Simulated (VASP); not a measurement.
# HC18 in VASP: single point with PBE

Aim: the single point of HC18 with PBE.

All numbers are computed with VASP 6.6.1; they aren't measurements. Logs are shortened: lines on timing, memory, paths and dates and some standing lists are left out, and cuts for length are marked.

## (1) The cell of the first run

The cell holds a slab with vacuum, 19 atoms: a = 7.398 Å, b = 7.398 Å, c = 12.000 Å, α = 90.00°, β = 90.00°, γ = 120.00°.

## (2) Single point, PBE, collinear spin

The input, INCAR:

```
ALGO     = Normal         # electronic algorithm
EDIFF    = 1E-6           # SCF threshold, eV
ENCUT    = 520            # plane-wave cutoff, eV
GGA      = PE             # functional
ISIF     = 2              # what is computed and relaxed
ISMEAR   = -1             # smearing method
ISPIN    = 2              # spin polarisation
LASPH    = T              # aspherical terms in the spheres
LCHARG   = T              # write CHGCAR
LELF     = T              # ELF
LORBIT   = 11             # projections on sites
LREAL    = Auto         
LVHAR    = T            
LWAVE    = F              # write WAVECAR
MAGMOM   = 0 0 0 0 0 0 0 0 0 0 0 0 0 0 0 0 0 0 1 # initial moments
NBANDS   = 56             # bands
NELM     = 150            # most SCF steps
PREC     = Accurate       # precision mode
SIGMA    = 0.05           # smearing width, eV
```

The input, KPOINTS:

```
k-points
0
Gamma
  2 2 1
```

The input, POSCAR:

```
HC18
1.0
    7.3980000000      0.0000000000      0.0000000000
   -3.6990000000      6.4068560000      0.0000000000
    0.0000000000      0.0000000000     12.0000000000
C H
18 1
Direct
   -0.0026763985     -0.0037094325      0.0739480397
    0.2192527348      0.1076627715      0.0786770380
   -0.0026722291      0.3287641934      0.0739613804
    0.2192429755      0.4393251051      0.0786790999
   -0.0021942326      0.6627591317      0.0811647649
    0.2198389661      0.7737815293      0.0809280725
    0.3308607020     -0.0041737124      0.0811677442
    0.5543055766      0.1076642719      0.0786968667
    0.3261857213      0.3269538422      0.0842718822
    0.5531704066      0.4404533289      0.1133967530
    0.3308501306      0.6627573668      0.0811654742
    0.5543124254      0.7743871542      0.0786872577
    0.6648596625     -0.0037088446      0.0739594279
    0.8865066558      0.1071181734      0.0729542189
    0.6666611811      0.3269565096      0.0842995897
    0.8859731604      0.4393243632      0.0786922628
    0.6666770626      0.6674575649      0.0842753519
    0.8859681221      0.7743854263      0.0786799429
    0.5531874766      0.4405474573      0.2073942326
```

Potentials or basis: VASP PAW PBE potentials, release 64 (C, H).

On the command line:

```
> cat potpaw_PBE.64/C/POTCAR potpaw_PBE.64/H/POTCAR > POTCAR
> mpirun -np 1 vasp_std > vasp.out
```

OUTCAR:

```text
EDIFF = 1E-6
   ENCUT = 520
   GGA = PE
   ISIF = 2
   ISMEAR = -1
   ISPIN = 2
   LASPH = T
   LORBIT = 11
   LREAL = Auto
   NELM = 150
   PREC = Accurate

 ion  position               nearest neighbor table
   1  0.997  0.996  0.074-  14 1.42  18 1.42   2 1.42
   2  0.219  0.108  0.079-   9 1.41   1 1.42   7 1.43
   3  0.997  0.329  0.074-  14 1.42   4 1.42  16 1.42
   4  0.219  0.439  0.079-   9 1.41   3 1.42  11 1.43
   5  0.998  0.663  0.081-   6 1.42  16 1.43  18 1.43
   6  0.220  0.774  0.081-   5 1.42  11 1.42   7 1.42
   7  0.331  0.996  0.081-   6 1.42   8 1.43   2 1.43
   8  0.554  0.108  0.079-  15 1.41  13 1.42   7 1.43
   9  0.326  0.327  0.084-   2 1.41   4 1.41  10 1.50
  10  0.553  0.440  0.113-  19 1.13  15 1.50   9 1.50  17 1.50
  11  0.331  0.663  0.081-   6 1.42   4 1.43  12 1.43
  12  0.554  0.774  0.079-  17 1.41  13 1.42  11 1.43
  13  0.665  0.996  0.074-  14 1.42  12 1.42   8 1.42
  14  0.887  0.107  0.073-   1 1.42   3 1.42  13 1.42
  15  0.667  0.327  0.084-   8 1.41  16 1.41  10 1.50
  16  0.886  0.439  0.079-  15 1.41   3 1.42   5 1.43
  17  0.667  0.667  0.084-  18 1.41  12 1.41  10 1.50
  18  0.886  0.774  0.079-  17 1.41   1 1.42   5 1.43
  19  0.553  0.441  0.207-  10 1.13

  LATTYP: Found a hexagonal cell.
 ALAT       =     7.3980000000
 C/A-ratio  =     1.6220600162

  Lattice vectors:

 A1 = (   7.3980000000,   0.0000000000,   0.0000000000)
 A2 = (  -3.6990000000,   6.4068560000,   0.0000000000)
 A3 = (   0.0000000000,   0.0000000000,  12.0000000000)

Analysis of symmetry for initial positions (statically):
=====================================================================
 Subroutine PRICEL returns:
 Original cell was already a primitive cell.

 Routine SETGRP: Setting up the symmetry group for a
 hexagonal supercell.

 Subroutine GETGRP returns: Found  1 space group operations
 (whereof  1 operations were pure point group operations)
 out of a pool of 24 trial point group operations.

The static configuration has the point symmetry C_1 .

Analysis of symmetry for dynamics (positions and initial velocities):
=====================================================================
 Subroutine PRICEL returns:
 Original cell was already a primitive cell.

 Routine SETGRP: Setting up the symmetry group for a
 hexagonal supercell.

 Subroutine GETGRP returns: Found  1 space group operations
 (whereof  1 operations were pure point group operations)
[... 168 lines left out ...]

 Free energy of the ion-electron system (eV)
  ---------------------------------------------------
  ext. energy  EPLUGINS =         0.00000000
  ---------------------------------------------------
  free energy    TOTEN  =      -167.78380929 eV

  energy without entropy =     -167.77428378  energy(sigma->0) =     -167.77904653

 E-fermi :  -1.5829     XC(G=0):  -3.6609

 val. band max:       -1.7186902584   @ k =   0.0000   0.0000   0.0000
 cond. band min:      -1.4619125432   @ k =   0.0000   0.0000   0.0000
 fundamental gap:      0.2567777152
 Fermi energy:        -1.5828937210

 spin component 1

 k-point     1 :       0.0000    0.0000    0.0000
  band No.  band energies     occupation
      1     -21.1558      1.00000
      2     -18.6131      1.00000
      3     -18.6122      1.00000
      4     -18.6116      1.00000
      5     -18.5765      1.00000
      6     -18.5110      1.00000
[... 193 lines left out ...]
     47       4.0094      0.00000
     48       4.1206      0.00000
 Fermi energy:        -1.5828937210

 spin component 2

 k-point     1 :       0.0000    0.0000    0.0000
  band No.  band energies     occupation
      1     -21.0873      1.00000
      2     -18.5608      1.00000
      3     -18.5602      1.00000
      4     -18.5227      1.00000
      5     -18.4892      1.00000
      6     -18.4502      1.00000
[... 193 lines left out ...]
     47       4.0746      0.00000
     48       4.2322      0.00000
 [bands above 48 left out]

------------------------ aborting loop because EDIFF is reached ----------------------------------------

  FORCE on cell =-STRESS in cart. coord.  units (eV):
  Direction    XX          YY          ZZ          XY          YZ          ZX
  --------------------------------------------------------------------------------------
  -------------------------------------------------------------------------------------
  Total        3.3803654      3.3745385     -0.1087040      0.0128959     -0.0082803     -0.0013634
  in kB        9.5221210      9.5057073     -0.3062073      0.0363264     -0.0233247     -0.0038406
  external PRESSURE =       6.2405403 kB  Pullay stress =       0.0000000 kB

 VOLUME and BASIS-vectors are now :
 -----------------------------------------------------------------------------
  energy-cutoff  :      520.00
  volume of cell :      568.78
      direct lattice vectors                 reciprocal lattice vectors
     7.398000000  0.000000000  0.000000000     0.135171668  0.078041398  0.000000000
    -3.699000000  6.406856000  0.000000000     0.000000000  0.156082796  0.000000000
     0.000000000  0.000000000 12.000000000     0.000000000  0.000000000  0.083333333

 POSITION                                       TOTAL-FORCE (eV/Angst)
 -----------------------------------------------------------------------------------
      3.69292      6.38309      0.88738        -0.002700      0.010232     -0.005544
      1.22379      0.68978      0.94412         0.003766      0.001864      0.000921
      6.16213      2.10634      0.88754         0.009585      0.007427     -0.003668
     -0.00310      2.81469      0.94415        -0.002034      0.003735     -0.002970
      4.93022      4.24620      0.97398         0.002990      0.000658      0.005139
     -1.23585      4.95751      0.97114        -0.001012      0.000843      0.000925
[... 11 lines left out ...]
      3.68994      4.96138      0.94416         0.012354     -0.005129     -0.002955
      2.46290      2.82252      2.48873        -0.000917     -0.002158      0.001188
 -----------------------------------------------------------------------------------
    total drift:                                0.020101     -0.000672      0.004080

  FREE ENERGIE OF THE ION-ELECTRON SYSTEM (eV)
  ---------------------------------------------------
  free  energy   TOTEN  =      -167.7838092856 eV

  energy  without entropy=     -167.7742837756  energy(sigma->0) =     -167.77904653

 total charge

# of ion       s       p       d       tot
------------------------------------------
    1        0.864   1.790   0.000   2.654
    2        0.863   1.793   0.000   2.657
    3        0.864   1.790   0.000   2.654
    4        0.863   1.793   0.000   2.657
    5        0.860   1.780   0.000   2.639
    6        0.862   1.787   0.000   2.649
[... 11 lines left out ...]
   18        0.863   1.793   0.000   2.657
   19        0.612   0.040   0.000   0.652
--------------------------------------------------
tot         16.107  32.198   0.000  48.305

 magnetization (x)

# of ion       s       p       d       tot
------------------------------------------
    1        0.004   0.056   0.000   0.060
    2       -0.005  -0.054   0.000  -0.059
    3        0.004   0.056   0.000   0.060
    4       -0.005  -0.054   0.000  -0.059
    5        0.007   0.113   0.000   0.121
    6       -0.005  -0.036   0.000  -0.041
[... 11 lines left out ...]
   18       -0.005  -0.054   0.000  -0.059
   19        0.049  -0.001   0.000   0.048
--------------------------------------------------
tot          0.067   0.474   0.000   0.542
```

It took 11 min on 1 thread of Oxide Virtual Turin-like, shared host; peak memory 0.83 GiB.

Results:

```
Free energy                                           : -167.7838 eV
Largest force                                         : 0.029 eV/Å
Band gap on the k mesh                                : 0.26 eV
Net moment                                            : 1.03 μB per cell
Site moments                                          : C +0.06, -0.06, +0.12, -0.04, +0.13, -0.02, -0.03 (each value once); H +0.05 μB
Valence electrons inside the program's atomic spheres : C 2.65, 2.66, 2.64, 2.63, 2.62 (each value once); H 0.65
```

Forces on the atoms (eV/Å):
```
C   -0.003  0.010 -0.006
C    0.004  0.002  0.001
C    0.010  0.007 -0.004
C   -0.002  0.004 -0.003
C    0.003  0.001  0.005
C   -0.001  0.001  0.001
C    0.000 -0.003  0.006
C   -0.004 -0.005  0.000
C    0.007  0.001 -0.008
C   -0.001  0.000  0.029
C    0.001 -0.006  0.007
C   -0.012 -0.003 -0.003
C   -0.006  0.002 -0.002
C   -0.003  0.003 -0.006
C   -0.014  0.005 -0.010
C    0.007  0.002  0.001
C    0.002 -0.013 -0.007
C    0.012 -0.005 -0.003
H   -0.001 -0.002  0.001
```

Levels at points of the mesh, in eV from the valence-band top:
Spin up:
| k point | band 33 | band 34 | band 35 | band 36 | band 37 | band 38 | band 39 | band 40 | band 41 | band 42 |
| --- | --- | --- | --- | --- | --- | --- | --- | --- | --- | --- |
| (0.00, 0.00, 0.00) | -2.90 | -2.90 | -1.85 | -0.12 | -0.12 | 0.26 | 2.20 | 3.26 | 4.17 | 4.87 |
| (0.50, 0.00, 0.00) | -2.60 | -2.59 | -2.54 | -2.35 | -0.12 | 1.92 | 2.53 | 2.56 | 2.61 | 3.75 |
| (0.00, 0.50, 0.00) | -2.60 | -2.59 | -2.54 | -2.35 | -0.12 | 1.92 | 2.53 | 2.56 | 2.61 | 3.75 |
| (0.50, 0.50, 0.00) | -2.60 | -2.59 | -2.54 | -2.35 | -0.12 | 1.92 | 2.53 | 2.56 | 2.61 | 3.75 |
Spin down:
```tsv
k point	band 32	band 33	band 34	band 35	band 36	band 37	band 38	band 39	band 40	band 41
(0.00, 0.00, 0.00)	-4.30	-2.87	-2.87	-1.67	0.00	0.42	0.42	2.41	3.37	4.26
(0.50, 0.00, 0.00)	-3.91	-2.46	-2.42	-2.41	-2.23	0.48	2.03	2.68	2.75	2.76
(0.00, 0.50, 0.00)	-3.91	-2.46	-2.42	-2.41	-2.23	0.48	2.03	2.68	2.75	2.76
(0.50, 0.50, 0.00)	-3.91	-2.46	-2.42	-2.41	-2.23	0.48	2.03	2.68	2.75	2.76
```

Caveat: the k points lie up to 0.49 Å⁻¹ apart; a moment this small can come from the mesh or the smearing; there is no dipole correction, which matters where the two faces differ.
